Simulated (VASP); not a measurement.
# S in VASP: notebook, part 2 of 2

VASP 6.6.1. Earlier steps stand in the parts before.

## 3. Single point, r2SCAN

POSCAR

```
S
1.0
    5.6780537900      0.0000000000      0.0000000000
    0.0000000000      5.6780537900      0.0000000000
    0.0000000000      0.0000000000      2.9496155800
S
4
Direct
    0.6201300000      0.3741710000      0.0072010000
    0.3803580000      0.6253660000     -0.0083740000
    0.1165660000      0.1136090000      0.4900850000
    0.8860490000      0.8876470000      0.5113270000
```

INCAR.step1

```
PREC = Accurate
ENCUT = 520
ISMEAR = 1
SIGMA = 0.05
LREAL = F
LASPH = T
NELM = 60
NBANDS = 20
GGA = PE
ALGO = Normal
EDIFF = 1E-4
LWAVE = T
LCHARG = F
```

INCAR.step2

```
PREC = Accurate
ENCUT = 520
EDIFF = 1E-7
ISMEAR = 1
SIGMA = 0.05
LREAL = F
LASPH = T
NELM = 60
ALGO = Normal
ISIF = 2
LWAVE = F
LCHARG = T
METAGGA = R2SCAN
LMIXTAU = T
LELF = T
LVHAR = T
NBANDS = 20
ISTART = 1
```

KPOINTS

```
regular mesh
0
Gamma
  4 4 7
```

Potentials or basis: VASP PAW PBE potentials, release 64 (S).

On the command line:

```bash
$ cat potpaw_PBE.64/S/POTCAR > POTCAR
$ cp INCAR.step1 INCAR
$ mpirun -np 1 vasp_std > vasp.out
$ cp INCAR.step2 INCAR
$ mpirun -np 1 vasp_std > vasp.out
```

OUTCAR:

```text
PREC = Accurate
   ENCUT = 520
   EDIFF = 1E-7
   ISMEAR = 1
   LREAL = F
   LASPH = T
   NELM = 60
   ISIF = 2
   METAGGA = R2SCAN
   ISTART = 1

 ion  position               nearest neighbor table
   1  0.620  0.374  0.007-   2 1.97
   2  0.380  0.625  0.992-   1 1.97
   3  0.117  0.114  0.490-   4 1.83
   4  0.886  0.888  0.511-   3 1.83

  LATTYP: Found a simple tetragonal cell.
 ALAT       =     5.6780537900
 C/A-ratio  =     0.5194765124

  Lattice vectors:

 A1 = (   5.6780537900,   0.0000000000,   0.0000000000)
 A2 = (   0.0000000000,   5.6780537900,   0.0000000000)
 A3 = (   0.0000000000,   0.0000000000,   2.9496155800)

Analysis of symmetry for initial positions (statically):
=====================================================================
 Subroutine PRICEL returns:
 Original cell was already a primitive cell.

 Routine SETGRP: Setting up the symmetry group for a
 simple tetragonal supercell.

 Subroutine GETGRP returns: Found  1 space group operations
 (whereof  1 operations were pure point group operations)
 out of a pool of 16 trial point group operations.

The static configuration has the point symmetry C_1 .

Analysis of symmetry for dynamics (positions and initial velocities):
=====================================================================
 Subroutine PRICEL returns:
 Original cell was already a primitive cell.

 Routine SETGRP: Setting up the symmetry group for a
 simple tetragonal supercell.

 Subroutine GETGRP returns: Found  1 space group operations
 (whereof  1 operations were pure point group operations)
 out of a pool of 16 trial point group operations.

The dynamic configuration has the point symmetry C_1 .

 Subroutine INISYM returns: Found  1 space group operations
[... 110 lines left out ...]
   TEBEG  =    0.0;   TEEND  =   0.0 temperature during run
   PSTRESS=    0.0 pullay stress
   NELECT =      24.0000    total number of electrons
   NUPDOWN=      -1.0000    fix difference up-down
   EMIN   =  10.00;   EMAX   =-10.00  energy-range for DOS
   EFERMI =   0.00;   METHOD = LEGACY
   ISMEAR =     1;   SIGMA  =   0.05  broadening in eV -4-tet -1-fermi 0-gaus
   EFERMI_NEDOS =   21; number of points for ismear=-14 and -15
   IALGO  =     38    algorithm
   IMIX   =      4    mixing-type and parameters
     AMIX     =   0.40;   BMIX     =  1.00
     AMIX_MAG =   1.60;   BMIX_MAG =  1.00
  volume/ion in A,a.u.               =      23.77       160.44
  Fermi-wavevector in a.u.,A,eV,Ry     =   1.034563  1.955041 14.562607  1.070321
  Thomas-Fermi vector in A             =   2.168865
   LORBIT       =      0    0 simple, 1 ext, 2 COOP (PROOUT), +10 PAW based schemes
   METAGGA = R2SCAN    functional components
   LHFCALC =     F    Hartree Fock is set to
   AEXX    =    0.0000 exact exchange contribution
   IVDW    =     0    specifies the selected vdW correction
   LEPSILON=     F    determine dielectric tensor
   LRPA    =     F    only Hartree local field effects (RPA)
 non-spin polarized calculation
 Methfessel and Paxton  Order N= 1 SIGMA  =   0.05
  energy-cutoff  :      520.00
  volume of cell :       95.10
 maximum number of plane-waves:      2582
   NGX = 21   NGY = 21   NGZ = 11

 number of electron      24.0000000 magnetization

 Free energy of the ion-electron system (eV)
  ---------------------------------------------------
  ext. energy  EPLUGINS =         0.00000000
  ---------------------------------------------------
  free energy    TOTEN  =       -30.61655797 eV

  energy without entropy =      -30.61649235  energy(sigma->0) =      -30.61653609

 E-fermi :   2.6834     XC(G=0):  -9.2797

 val. band max:        2.6800357862   @ k =   0.0000  -0.2500   0.4286
 cond. band min:       2.8043372656   @ k =   0.0000   0.5000   0.2857
 fundamental gap:      0.1243014794
 Fermi energy:         2.6834331210

 k-point     1 :       0.0000    0.0000    0.0000
  band No.  band energies     occupation
      1     -14.7186      2.00000
      2     -13.3693      2.00000
      3      -8.5167      2.00000
      4      -8.3819      2.00000
      5      -2.7706      2.00000
      6      -2.2321      2.00000
[... 541 lines left out ...]
     19      12.0866      0.00000
     20      12.4313      0.00000

 [... further k-points ...]
[... 5 lines left out ...]
  --------------------------------------------------------------------------------------
  -------------------------------------------------------------------------------------
  Total       -0.9270848     -1.2106060      1.2287407      3.4393532      0.4380009     -0.0334879
  in kB      -15.6194460    -20.3961873     20.7017181     57.9459297      7.3794025     -0.5642020
  external PRESSURE =      -5.1046384 kB  Pullay stress =       0.0000000 kB

 VOLUME and BASIS-vectors are now :
 -----------------------------------------------------------------------------
  energy-cutoff  :      520.00
  volume of cell :       95.10
      direct lattice vectors                 reciprocal lattice vectors
     5.678053790  0.000000000  0.000000000     0.176116683  0.000000000  0.000000000
     0.000000000  5.678053790  0.000000000     0.000000000  0.176116683  0.000000000
     0.000000000  0.000000000  2.949615580     0.000000000  0.000000000  0.339027230

 POSITION                                       TOTAL-FORCE (eV/Angst)
 -----------------------------------------------------------------------------------
      3.52113      2.12456      0.02124        -1.507671      1.653173     -0.148840
      2.15969      3.55086      2.92492         1.515019     -1.647399      0.148198
      0.66187      0.64508      1.44556         1.032723      1.077634      0.131485
      5.03103      5.04011      1.50822        -1.040072     -1.083408     -0.130843
 -----------------------------------------------------------------------------------
    total drift:                                0.000100      0.000025      0.000072

  FREE ENERGIE OF THE ION-ELECTRON SYSTEM (eV)
  ---------------------------------------------------
  free  energy   TOTEN  =       -30.6165579656 eV

  energy  without entropy=      -30.6164923487  energy(sigma->0) =      -30.61653609
```

OUTCAR.step1:

```text
PREC = Accurate
   ENCUT = 520
   ISMEAR = 1
   LREAL = F
[... 781 lines left out ...]
      3.52113      2.12456      0.02124        -1.243784      1.366232     -0.133249
      2.15969      3.55086      2.92492         1.249412     -1.361792      0.132353
      0.66187      0.64508      1.44556         1.324524      1.356467      0.105760
      5.03103      5.04011      1.50822        -1.330151     -1.360907     -0.104864
 -----------------------------------------------------------------------------------
    total drift:                                0.000041      0.000002      0.000049

  FREE ENERGIE OF THE ION-ELECTRON SYSTEM (eV)
  ---------------------------------------------------
  free  energy   TOTEN  =       -15.0173658325 eV

  energy  without entropy=      -15.0174334376  energy(sigma->0) =      -15.01738837
```

It took 3.4 min on 1 thread of Intel Xeon 6975P-C (Granite Rapids), shared host; peak memory 0.23 GiB.

What came out:

* Free energy: -30.6166 eV
* Pressure: -0.5 GPa
* Largest force: 2.243 eV/Å
* Band gap on the k mesh: zero (band 12 reaches 3.81 eV, above the bottom of band 13 at 2.35 eV)

Forces on the atoms (eV/Å):
```
S   -1.508  1.653 -0.149
S    1.515 -1.647  0.148
S    1.033  1.078  0.131
S   -1.040 -1.083 -0.131
```

Caveat: the PAW data sets were made with another functional, which shifts forces and pressure a little.

## 4. Single point, r2SCAN

POSCAR is that of step 3.

INCAR.step1

```
  PREC = Accurate
  ENCUT = 520
  ISMEAR = 1
  SIGMA = 0.025
  LREAL = F
  LASPH = T
  NELM = 60
  NBANDS = 20
  GGA = PE
  ALGO = Normal
  EDIFF = 1E-4
  LWAVE = T
  LCHARG = F
```

INCAR.step2

```
  PREC = Accurate
  ENCUT = 520
  EDIFF = 1E-6
  ISMEAR = 1
  SIGMA = 0.025
  LREAL = F
  LASPH = T
  NELM = 60
  ALGO = Normal
  ISIF = 2
  LWAVE = F
  LCHARG = F
  METAGGA = R2SCAN
  LMIXTAU = T
  NBANDS = 20
  ISTART = 1
```

KPOINTS

```
Automatic mesh
0
Gamma
  4 4 7
```

On the command line:

```bash
$ cat potpaw_PBE.64/S/POTCAR > POTCAR
$ cp INCAR.step1 INCAR
$ mpirun -np 1 vasp_std > vasp.out
$ cp INCAR.step2 INCAR
$ mpirun -np 1 vasp_std > vasp.out
```

Wall time 2.2 min (1 thread of Intel Xeon 6975P-C (Granite Rapids), shared host); peak memory 0.24 GiB.

The run converged. Its results:

| Quantity | Value |
| --- | --- |
| Free energy | -30.6165 eV |
| Pressure | -0.5 GPa |
| Largest force | 2.242 eV/Å |
| Band gap on the k mesh | zero (band 12 reaches 3.81 eV, above the bottom of band 13 at 2.35 eV) |

Forces in eV/Å, atoms in the order of the input:
```
S   -1.507  1.653 -0.148
S    1.514 -1.647  0.147
S    1.032  1.077  0.131
S   -1.040 -1.083 -0.130
```

Stress tensor (GPa, compression positive):
```
-1.56  5.80 -0.06
 5.80 -2.07  0.75
-0.06  0.75  2.07
```

Levels at points of the mesh, in eV from the Fermi level:
```tsv
k point	band 10	band 11	band 12	band 13	band 14	band 15
(0.00, 0.00, 0.00)	-1.17	-0.10	1.09	3.02	3.10	4.62
(0.50, 0.00, 0.00)	-0.67	-0.49	-0.19	3.03	3.09	3.45
(0.00, 0.50, 0.00)	-0.63	-0.50	-0.19	3.03	3.09	3.41
(0.50, 0.50, 0.00)	-0.37	-0.22	-0.17	2.97	3.07	4.41
```

Caveat: the PAW data sets were made with another functional, which shifts forces and pressure a little.

## 5. Single point, r2SCAN

POSCAR is that of step 4.

INCAR.step1

```
SYSTEM = S
ALGO     = Normal         ! electronic algorithm
EDIFF    = 1E-4           ! SCF threshold, eV
ENCUT    = 520            ! plane-wave cutoff, eV
GGA      = PE             ! functional
ISMEAR   = 1              ! smearing method
LASPH    = .True.         ! aspherical terms in the spheres
LCHARG   = .False.        ! write CHGCAR
LREAL    = .False.        ! projectors in reciprocal space
LWAVE    = .True.         ! write WAVECAR
NBANDS   = 20             ! bands
NELM     = 100            ! most SCF steps
PREC     = Accurate       ! precision mode
SIGMA    = 0.01           ! smearing width, eV
```

INCAR.step2

```
SYSTEM = S
ALGO     = Normal         ! electronic algorithm
EDIFF    = 1E-6           ! SCF threshold, eV
ENCUT    = 520            ! plane-wave cutoff, eV
ISIF     = 2              ! what is computed and relaxed
ISMEAR   = 1              ! smearing method
ISTART   = 1            
LASPH    = .True.         ! aspherical terms in the spheres
LCHARG   = .False.        ! write CHGCAR
LMIXTAU  = .True.       
LREAL    = .False.        ! projectors in reciprocal space
LWAVE    = .False.        ! write WAVECAR
METAGGA  = R2SCAN         ! meta-GGA
NBANDS   = 20             ! bands
NELM     = 100            ! most SCF steps
PREC     = Accurate       ! precision mode
SIGMA    = 0.01           ! smearing width, eV
```

KPOINTS

```
k-points
0
Gamma
  4 4 7
  0 0 0
```

On the command line:

```bash
$ cat potpaw_PBE.64/S/POTCAR > POTCAR
$ cp INCAR.step1 INCAR
$ mpirun -np 1 vasp_std > vasp.out
$ cp INCAR.step2 INCAR
$ mpirun -np 1 vasp_std > vasp.out
```

It took 2.3 min on 1 thread of Intel Xeon 6975P-C (Granite Rapids), shared host; peak memory 0.24 GiB.

The run converged. Its results:

```yaml
Free_energy: -30.6165 eV
Pressure: -0.5 GPa
Largest_force: 2.242 eV/Å
Band_gap_on_the_k_mesh: zero (band 12 reaches 3.81 eV, above the bottom of band 13 at 2.35 eV)
```

Forces in eV/Å, atoms in the order of the input:
```
S   -1.506  1.652 -0.148
S    1.514 -1.647  0.148
S    1.032  1.077  0.131
S   -1.040 -1.083 -0.131
```

Stress tensor (GPa, compression positive):
```
-1.55  5.80 -0.06
 5.80 -2.05  0.74
-0.06  0.74  2.08
```

Levels at points of the mesh, in eV from the Fermi level:
```csv
k point,band 8,band 9,band 10,band 11,band 12,band 13,band 14,band 15,band 16,band 17
"(0.00, 0.00, 0.00)",-3.89,-2.35,-1.17,-0.10,1.09,3.02,3.09,4.62,5.55,6.89
"(0.50, 0.00, 0.00)",-3.15,-1.11,-0.67,-0.49,-0.19,3.03,3.09,3.45,4.25,7.94
"(0.00, 0.50, 0.00)",-3.14,-1.11,-0.63,-0.50,-0.19,3.03,3.09,3.41,4.26,7.93
"(0.50, 0.50, 0.00)",-3.92,-1.09,-0.37,-0.22,-0.17,2.97,3.07,4.41,5.21,6.53
```

Caveat: the PAW data sets were made with another functional, which shifts forces and pressure a little.

## 6. Single point, r2SCAN

POSCAR is that of step 5.

INCAR.step1

```
SYSTEM = S
PREC = Accurate
ENCUT = 520
ISMEAR = 1
SIGMA = 0.005
LREAL = .FALSE.
LASPH = .TRUE.
NELM = 60
NBANDS = 20
GGA = PE
ALGO = Normal
EDIFF = 1E-4
LWAVE = .TRUE.
LCHARG = .FALSE.
```

INCAR.step2

```
SYSTEM = S
PREC = Accurate
ENCUT = 520
EDIFF = 1E-6
ISMEAR = 1
SIGMA = 0.005
LREAL = .FALSE.
LASPH = .TRUE.
NELM = 60
ALGO = Normal
ISIF = 2
LWAVE = .FALSE.
LCHARG = .TRUE.
METAGGA = R2SCAN
LMIXTAU = .TRUE.
LELF = .TRUE.
LVHAR = .TRUE.
NBANDS = 20
ISTART = 1
```

KPOINTS

```
regular mesh
0
G
  4 4 7
  0 0 0
```

Potentials or basis: VASP PAW PBE potentials, release 64 (S).

On the command line:

```bash
$ cat potpaw_PBE.64/S/POTCAR > POTCAR
$ cp INCAR.step1 INCAR
$ mpirun -np 1 vasp_std > vasp.out
$ cp INCAR.step2 INCAR
$ mpirun -np 1 vasp_std > vasp.out
```

OUTCAR:

```text
SYSTEM = S
   PREC = Accurate
   ENCUT = 520
   EDIFF = 1E-6
   ISMEAR = 1
   LREAL = .FALSE.
   LASPH = .TRUE.
   NELM = 60
   ISIF = 2
   METAGGA = R2SCAN
   ISTART = 1

 ion  position               nearest neighbor table
   1  0.620  0.374  0.007-   2 1.97
   2  0.380  0.625  0.992-   1 1.97
   3  0.117  0.114  0.490-   4 1.83
   4  0.886  0.888  0.511-   3 1.83

  LATTYP: Found a simple tetragonal cell.
 ALAT       =     5.6780537900
 C/A-ratio  =     0.5194765124

  Lattice vectors:

 A1 = (   5.6780537900,   0.0000000000,   0.0000000000)
 A2 = (   0.0000000000,   5.6780537900,   0.0000000000)
 A3 = (   0.0000000000,   0.0000000000,   2.9496155800)

Analysis of symmetry for initial positions (statically):
=====================================================================
 Subroutine PRICEL returns:
 Original cell was already a primitive cell.

 Routine SETGRP: Setting up the symmetry group for a
 simple tetragonal supercell.

 Subroutine GETGRP returns: Found  1 space group operations
[... 166 lines left out ...]

  energy without entropy =      -30.61645615  energy(sigma->0) =      -30.61647294

 E-fermi :   2.6800     XC(G=0):  -9.2797

 val. band max:        2.6800248106   @ k =   0.0000  -0.2500   0.4286
 cond. band min:       2.8043819576   @ k =   0.0000   0.5000   0.2857
 fundamental gap:      0.1243571470
 Fermi energy:         2.6800248106

 k-point     1 :       0.0000    0.0000    0.0000
  band No.  band energies     occupation
      1     -14.7190      2.00000
      2     -13.3692      2.00000
      3      -8.5166      2.00000
      4      -8.3822      2.00000
      5      -2.7708      2.00000
      6      -2.2320      2.00000
[... 541 lines left out ...]
     19      12.0864      0.00000
     20      12.4313      0.00000

 [... further k-points ...]

------------------------ aborting loop because EDIFF is reached ----------------------------------------

  FORCE on cell =-STRESS in cart. coord.  units (eV):
  Direction    XX          YY          ZZ          XY          YZ          ZX
  --------------------------------------------------------------------------------------
  -------------------------------------------------------------------------------------
  Total       -0.9226943     -1.2176463      1.2332690      3.4423708      0.4398115     -0.0354487
  in kB      -15.5454754    -20.5148018     20.7780108     57.9967705      7.4099071     -0.5972358
  external PRESSURE =      -5.0940888 kB  Pullay stress =       0.0000000 kB

 VOLUME and BASIS-vectors are now :
 -----------------------------------------------------------------------------
  energy-cutoff  :      520.00
  volume of cell :       95.10
      direct lattice vectors                 reciprocal lattice vectors
     5.678053790  0.000000000  0.000000000     0.176116683  0.000000000  0.000000000
     0.000000000  5.678053790  0.000000000     0.000000000  0.176116683  0.000000000
     0.000000000  0.000000000  2.949615580     0.000000000  0.000000000  0.339027230

 POSITION                                       TOTAL-FORCE (eV/Angst)
 -----------------------------------------------------------------------------------
      3.52113      2.12456      0.02124        -1.506441      1.652311     -0.148282
      2.15969      3.55086      2.92492         1.513824     -1.646522      0.147626
      0.66187      0.64508      1.44556         1.032474      1.077328      0.131373
      5.03103      5.04011      1.50822        -1.039857     -1.083117     -0.130717
 -----------------------------------------------------------------------------------
    total drift:                                0.000100      0.000026      0.000072

  FREE ENERGIE OF THE ION-ELECTRON SYSTEM (eV)
  ---------------------------------------------------
  free  energy   TOTEN  =       -30.6164813392 eV

  energy  without entropy=      -30.6164561522  energy(sigma->0) =      -30.61647294
```

It took 2.5 min on 1 thread of Intel Xeon 6975P-C (Granite Rapids), shared host; peak memory 0.23 GiB.

What came out:

| Property | Result |
| --- | --- |
| Free energy | -30.6165 eV |
| Pressure | -0.5 GPa |
| Largest force | 2.242 eV/Å |
| Band gap on the k mesh | zero (band 12 reaches 3.81 eV, above the bottom of band 13 at 2.35 eV) |

Forces in eV/Å, atoms in the order of the input:
```
S   -1.506  1.652 -0.148
S    1.514 -1.647  0.148
S    1.032  1.077  0.131
S   -1.040 -1.083 -0.131
```

Caveat: the PAW data sets were made with another functional, which shifts forces and pressure a little.

## 7. Summary

| level | k mesh | smearing | gap on the mesh (eV) | pressure (GPa) | largest force (eV/Å) |
| --- | --- | --- | --- | --- | --- |
| PBE | 5 × 5 × 9 | fermi-dirac 0.05 eV | none | 2.0 | 0.58 |
| r2SCAN | 4 × 4 × 7 | methfessel-paxton 0.05 eV | none | -0.5 | 2.24 |
| r2SCAN | 4 × 4 × 7 | methfessel-paxton 0.025 eV | none | -0.5 | 2.24 |
| r2SCAN | 4 × 4 × 7 | methfessel-paxton 0.01 eV | none | -0.5 | 2.24 |
| r2SCAN | 4 × 4 × 7 | methfessel-paxton 0.005 eV | none | -0.5 | 2.24 |

Some of these runs hold the atoms at other places in the same cell, which the table doesn't show; runs alike in all that it shows share one row.

Alike in all rows: task single point; potentials or basis VASP PAW PBE potentials, release 64 (S); no spin polarisation; cell as given; cutoff (eV) 520.

Every run on the cell as given and a fine mesh finds a metal. The pressure there spans -0.5 GPa (r2SCAN) to 2.0 GPa (PBE); a positive pressure means that this level wants a larger cell, a negative one a smaller.

Caveats: the PAW data sets were made with another functional, which shifts forces and pressure a little (some runs).

Absolute energies hang on the potentials; compare differences alone.
